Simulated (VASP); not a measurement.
# TePt (R-3m) in VASP: single point with PBEsol

Aim: the single point of TePt with PBEsol.

Program: VASP 6.6.1. These are calculated values, not measurements. Logs are shortened: lines on timing, memory, paths and dates and some standing lists are left out, and cuts for length are marked.

### 1 The cell of the first run

The structure is trigonal, space group R-3m (No. 166). Conventional cell: a = 3.703 Å, b = 3.703 Å, c = 20.905 Å, α = 90.00°, β = 90.00°, γ = 120.00°. Within 3.3 Å of Te (site symmetry 3m) lie 3 Pt at 2.50 Å. Pt (site symmetry 3m) has 3 Te at 2.50 Å and 3 Pt at 2.63 Å within 3.3 Å.

### 2 Single point, PBEsol (20.69 Å³/atom)

Input file INCAR:

```
PREC = Accurate ; ENCUT = 520
EDIFF = 1E-6 ; ISMEAR = 0
SIGMA = 0.15 ; LREAL = F
LASPH = T ; NELM = 80
ALGO = Normal ; ISIF = 2
LWAVE = F ; LCHARG = F
GGA = PS ; NBANDS = 24
```

Input file KPOINTS:

```
regular mesh
0
Gamma
  15 15 15
```

Input file POSCAR:

```
TePt
1.0
    1.8515486852      1.0689921319      6.9684886317
   -1.8515486852      1.0689921319      6.9684886317
    0.0000000000     -2.1379842637      6.9684886317
Te Pt
2 2
Direct
    0.5984717212      0.5984717212      0.5984717212
    0.4015282788      0.4015282788      0.4015282788
    0.8698238680      0.8698238680      0.8698238680
    0.1301761320      0.1301761320      0.1301761320
```

Potentials or basis: VASP PAW PBE potentials, release 64 (Te, Pt).

On the command line:

```bash
$ cat potpaw_PBE.64/Te/POTCAR potpaw_PBE.64/Pt/POTCAR > POTCAR
$ mpirun -np 1 vasp_std > vasp.out
```

OUTCAR:

```text
PREC = Accurate
   ENCUT = 520
   EDIFF = 1E-6
   ISMEAR = 0
   LREAL = F
   LASPH = T
   NELM = 80
   ISIF = 2
   GGA = PS

 ion  position               nearest neighbor table
   1  0.598  0.598  0.598-   3 2.50   3 2.50   3 2.50   4 3.54   4 3.54   4 3.54   2 3.56   2 3.56
                             2 3.56
   2  0.402  0.402  0.402-   4 2.50   4 2.50   4 2.50   3 3.54   3 3.54   3 3.54   1 3.56   1 3.56
                             1 3.56
   3  0.870  0.870  0.870-   1 2.50   1 2.50   1 2.50   4 2.63   4 2.63   4 2.63   2 3.54   2 3.54
                             2 3.54
   4  0.130  0.130  0.130-   2 2.50   2 2.50   2 2.50   3 2.63   3 2.63   3 2.63   1 3.54   1 3.54
                             1 3.54

  LATTYP: Found a trigonal (rhomboedric) cell.
 ALAT       =     7.2890884562
 COS(alpha) =     0.8709512428

  Lattice vectors:

 A1 = (   1.8515486852,   1.0689921319,   6.9684886317)
 A2 = (  -1.8515486852,   1.0689921319,   6.9684886317)
 A3 = (   0.0000000000,  -2.1379842637,   6.9684886317)

Analysis of symmetry for initial positions (statically):
=====================================================================
 Subroutine PRICEL returns:
 Original cell was already a primitive cell.

 Routine SETGRP: Setting up the symmetry group for a
 trigonal (rhombohedral) supercell.

 Subroutine GETGRP returns: Found 12 space group operations
 (whereof 12 operations were pure point group operations)
 out of a pool of 12 trial point group operations.

The static configuration has the point symmetry D_3d.

Analysis of symmetry for dynamics (positions and initial velocities):
=====================================================================
 Subroutine PRICEL returns:
 Original cell was already a primitive cell.

 Routine SETGRP: Setting up the symmetry group for a
 trigonal (rhombohedral) supercell.

 Subroutine GETGRP returns: Found 12 space group operations
 (whereof 12 operations were pure point group operations)
 out of a pool of 12 trial point group operations.

The dynamic configuration has the point symmetry D_3d.

 Subroutine INISYM returns: Found 12 space group operations
 (whereof 12 operations are pure point group operations),
 and found     1 'primitive' translations

----------------------------------------------------------------------------------------

                                     Primitive cell

  volume of cell :      82.7560

  direct lattice vectors                    reciprocal lattice vectors
     1.851548685  1.068992132  6.968488632     0.270044209  0.155910097  0.047834380
    -1.851548685  1.068992132  6.968488632    -0.270044209  0.155910097  0.047834380
     0.000000000 -2.137984264  6.968488632     0.000000000 -0.311820193  0.047834380

  length of vectors
     7.289088456  7.289088456  7.289088456     0.315467845  0.315467845  0.315467845

  position of ions in fractional coordinates (direct lattice)
     0.598471721  0.598471721  0.598471721
     0.401528279  0.401528279  0.401528279
     0.869823868  0.869823868  0.869823868
     0.130176132  0.130176132  0.130176132

  ion indices of the primitive-cell ions
   primitive index   ion index
                 1           1
                 2           2
                 3           3
                 4           4

----------------------------------------------------------------------------------------

 KPOINTS: regular mesh

Automatic generation of k-mesh.
 Grid dimensions read from file:
 generate k-points for:   15   15   15

 Generating k-lattice:

  Cartesian coordinates                     Fractional coordinates (reciprocal lattice)
     0.018002947  0.010394006  0.003188959     0.066666667  0.000000000 -0.000000000
    -0.018002947  0.010394006  0.003188959     0.000000000  0.066666667 -0.000000000
     0.000000000 -0.020788013  0.003188959     0.000000000  0.000000000  0.066666667

  Length of vectors
     0.021031190  0.021031190  0.021031190

  Shift w.r.t. Gamma in fractional coordinates (k-lattice)
     0.000000000  0.000000000  0.000000000

 Subroutine IBZKPT returns following result:
 ===========================================

 Found    344 irreducible k-points:

 Following reciprocal coordinates:
            Coordinates               Weight
  0.000000  0.000000  0.000000      1.000000
  0.066667  0.000000  0.000000      6.000000
  0.133333  0.000000  0.000000      6.000000
  0.200000  0.000000  0.000000      6.000000
  0.266667  0.000000  0.000000      6.000000
  0.333333  0.000000  0.000000      6.000000
[... 16 lines left out ...]
  0.133333  0.133333  0.000000      6.000000
  0.200000  0.133333  0.000000     12.000000
 [... further k-points ...]
   k-points           NKPTS =    344   k-points in BZ     NKDIM =    344   number of bands    NBANDS=     24
   number of dos      NEDOS =    301   number of ions     NIONS =      4
   total plane-waves  NPLWV = 157464
   dimension x,y,z NGX =    54 NGY =   54 NGZ =   54
   dimension x,y,z NGXF=   108 NGYF=  108 NGZF=  108
   ions per type =               2   2
   NGX,Y,Z   is equivalent  to a cutoff of  12.32, 12.32, 12.32 a.u.
   NGXF,Y,Z  is equivalent  to a cutoff of  24.63, 24.63, 24.63 a.u.
 SYSTEM =  unknown system
   PREC   = accura    normal or accurate (medium, high low for compatibility)
   ISTART =      0    job   : 0-new  1-cont  2-samecut
   ICHARG =      2    charge: 1-file 2-atom 10-const
   ISPIN  =      1    spin polarized calculation?
   LNONCOLLINEAR =      F non collinear calculations
   LSORBIT =      F    spin-orbit coupling
   LASPH  =      T    aspherical Exc in radial PAW
   ENCUT  =  520.0 eV  38.22 Ry    6.18 a.u.  13.55 13.55 13.55*2*pi/ulx,y,z
   NELM   =     80;   NELMIN=  2; NELMDL= -5     # of ELM steps
   EDIFF  = 0.1E-05   stopping-criterion for ELM
   LREAL  =      F    real-space projection
   EDIFFG = 0.1E-04   stopping-criterion for IOM
   NSW    =      0    number of steps for IOM
   IBRION =     -1    ionic relax: 0-MD 1-quasi-New 2-CG
   NFREE  =      0    steps in history (QN), initial steepest desc. (CG)
   ISIF   =      2    stress and relaxation
   ISYM   =      2    0-nonsym 1-usesym 2-fastsym
   POTIM  = 0.5000    time-step for ionic-motion
   TEBEG  =    0.0;   TEEND  =   0.0 temperature during run
   PSTRESS=    0.0 pullay stress
   NELECT =      32.0000    total number of electrons
   NUPDOWN=      -1.0000    fix difference up-down
   EMIN   =  10.00;   EMAX   =-10.00  energy-range for DOS
   EFERMI =   0.00;   METHOD = LEGACY
   ISMEAR =     0;   SIGMA  =   0.15  broadening in eV -4-tet -1-fermi 0-gaus
   EFERMI_NEDOS =   21; number of points for ismear=-14 and -15
   IALGO  =     38    algorithm
   IMIX   =      4    mixing-type and parameters
     AMIX     =   0.40;   BMIX     =  1.00
     AMIX_MAG =   1.60;   BMIX_MAG =  1.00
  volume/ion in A,a.u.               =      20.69       139.62
  Fermi-wavevector in a.u.,A,eV,Ry     =   1.192683  2.253844 19.354186  1.422493
  Thomas-Fermi vector in A             =   2.328715
   LORBIT       =      0    0 simple, 1 ext, 2 COOP (PROOUT), +10 PAW based schemes
   GGA     = PS    functional components
   LHFCALC =     F    Hartree Fock is set to
   AEXX    =    0.0000 exact exchange contribution
   IVDW    =     0    specifies the selected vdW correction
   LEPSILON=     F    determine dielectric tensor
   LRPA    =     F    only Hartree local field effects (RPA)
 non-spin polarized calculation
 Gauss-broadening in eV      SIGMA  =   0.15
  energy-cutoff  :      520.00
  volume of cell :       82.76
 maximum number of plane-waves:      2246
   NGX = 27   NGY = 27   NGZ = 27

 number of electron      31.9999999 magnetization

 Free energy of the ion-electron system (eV)
  ---------------------------------------------------
  ext. energy  EPLUGINS =         0.00000000
  ---------------------------------------------------
  free energy    TOTEN  =       -21.79883491 eV

  energy without entropy =      -21.78086800  energy(sigma->0) =      -21.78985145

 E-fermi :   9.7524     XC(G=0): -11.4768

 val. band max:        9.7492661205   @ k =  -0.4000  -0.4667   0.2000
 cond. band min:       9.7559718593   @ k =  -0.2667  -0.2667   0.0667
 fundamental gap:      0.0067057388
 Fermi energy:         9.7523524722

 k-point     1 :       0.0000    0.0000    0.0000
  band No.  band energies     occupation
      1      -4.4019      2.00000
      2      -2.9856      2.00000
      3       2.0410      2.00000
      4       3.5495      2.00000
      5       3.5495      2.00000
      6       4.2094      2.00000
[... 16 lines left out ...]
     23      17.0308      0.00000
     24      18.1057      0.00000

 k-point     2 :       0.0667    0.0000    0.0000
  band No.  band energies     occupation
      1      -4.3430      2.00000
      2      -2.9571      2.00000
      3       2.1036      2.00000
      4       3.5622      2.00000
      5       3.5734      2.00000
      6       4.2475      2.00000
[... 16 lines left out ...]
     23      17.1428      0.00000
     24      17.2893      0.00000

 k-point     3 :       0.1333    0.0000    0.0000
  band No.  band energies     occupation
      1      -4.1707      2.00000
      2      -2.8718      2.00000
      3       2.2764      2.00000
      4       3.6032      2.00000
      5       3.6278      2.00000
      6       4.1953      2.00000
[... 16 lines left out ...]
     23      16.9134      0.00000
     24      17.4481      0.00000

 k-point     4 :       0.2000    0.0000    0.0000
  band No.  band energies     occupation
      1      -3.8995      2.00000
      2      -2.7331      2.00000
      3       2.5069      2.00000
      4       3.5548      2.00000
      5       3.6753      2.00000
      6       4.0660      2.00000
[... 16 lines left out ...]
     23      17.7267      0.00000
     24      17.8285      0.00000

 k-point     5 :       0.2667    0.0000    0.0000
  band No.  band energies     occupation
      1      -3.5557      2.00000
      2      -2.5524      2.00000
      3       2.6879      2.00000
      4       3.1801      2.00000
      5       3.7736      2.00000
      6       4.2449      2.00000
[... 16 lines left out ...]
     23      18.1246      0.00000
     24      18.4613      0.00000

 k-point     6 :       0.3333    0.0000    0.0000
  band No.  band energies     occupation
      1      -3.1785      2.00000
      2      -2.3611      2.00000
      3       2.6363      2.00000
      4       2.8693      2.00000
      5       3.8830      2.00000
      6       4.5356      2.00000
[... 16 lines left out ...]
     23      18.2927      0.00000
     24      18.8693      0.00000
[... 379 lines left out ...]
 k-point    21 :      -0.1333    0.0667   -0.0000
  band No.  band energies     occupation
      1      -4.0107      2.00000
      2      -2.7786      2.00000
      3       2.4207      2.00000
      4       3.5602      2.00000
      5       3.7111      2.00000
      6       4.0792      2.00000
[... 16 lines left out ...]
     23      16.9190      0.00000
     24      17.1514      0.00000

 k-point    22 :      -0.0667    0.0667    0.0000
  band No.  band energies     occupation
      1      -4.2306      2.00000
      2      -2.8939      2.00000
      3       2.2132      2.00000
      4       3.5781      2.00000
      5       3.6225      2.00000
      6       4.2545      2.00000
[... 16 lines left out ...]
     23      16.8045      0.00000
     24      17.1555      0.00000

 k-point    23 :       0.1333    0.1333    0.0000
  band No.  band energies     occupation
      1      -4.1547      2.00000
      2      -2.9030      2.00000
      3       2.3346      2.00000
      4       3.6052      2.00000
      5       3.6162      2.00000
      6       4.2008      2.00000
[... 16 lines left out ...]
     23      16.8877      0.00000
     24      17.6926      0.00000

 k-point    24 :       0.2000    0.1333    0.0000
  band No.  band energies     occupation
      1      -3.9815      2.00000
      2      -2.8323      2.00000
      3       2.5153      2.00000
      4       3.5502      2.00000
      5       3.7106      2.00000
      6       4.0749      2.00000
[... 16 lines left out ...]
     23      16.8155      0.00000
     24      17.3312      0.00000

 [... further k-points ...]
[... 5 lines left out ...]
  --------------------------------------------------------------------------------------
  -------------------------------------------------------------------------------------
  Total       10.6851506     10.6851506      5.7028635      0.0000000      0.0000000      0.0000000
  in kB      206.8672488    206.8672488    110.4088955      0.0000000      0.0000000      0.0000000
  external PRESSURE =     174.7144644 kB  Pullay stress =       0.0000000 kB

 VOLUME and BASIS-vectors are now :
 -----------------------------------------------------------------------------
  energy-cutoff  :      520.00
  volume of cell :       82.76
      direct lattice vectors                 reciprocal lattice vectors
     1.851548685  1.068992132  6.968488632     0.270044209  0.155910097  0.047834380
    -1.851548685  1.068992132  6.968488632    -0.270044209  0.155910097  0.047834380
     0.000000000 -2.137984264  6.968488632     0.000000000 -0.311820193  0.047834380

 POSITION                                       TOTAL-FORCE (eV/Angst)
 -----------------------------------------------------------------------------------
      0.00000      0.00000     12.51133         0.000000      0.000000      1.507495
      0.00000      0.00000      8.39414         0.000000     -0.000000     -1.507495
      0.00000      0.00000     18.18407         0.000000     -0.000000     -0.311822
      0.00000      0.00000      2.72139         0.000000      0.000000      0.311822
 -----------------------------------------------------------------------------------
    total drift:                                0.000000     -0.000000      0.000000

  FREE ENERGIE OF THE ION-ELECTRON SYSTEM (eV)
  ---------------------------------------------------
  free  energy   TOTEN  =       -21.7988349084 eV

  energy  without entropy=      -21.7808680012  energy(sigma->0) =      -21.78985145
```

Wall time 33 min (1 thread of Intel Xeon Platinum 8488C (Sapphire Rapids), shared host); peak memory 0.84 GiB.

What came out:

```
Free energy            : -21.7988 eV
Pressure               : 17.5 GPa
Largest force          : 1.507 eV/Å
Band gap on the k mesh : zero (bands 16 and 17 overlap by 3.06 eV)
```

Forces in eV/Å, atoms in the order of the input:
```
Te   0.000  0.000  1.507
Te   0.000  0.000 -1.507
Pt   0.000  0.000 -0.312
Pt   0.000  0.000  0.312
```

Caveat: the stress differs along the axes, from 11 to 21 GPa; the PAW data sets were made with another functional, which shifts forces and pressure a little; spin-orbit coupling is left out, which moves the levels of the heavy elements.
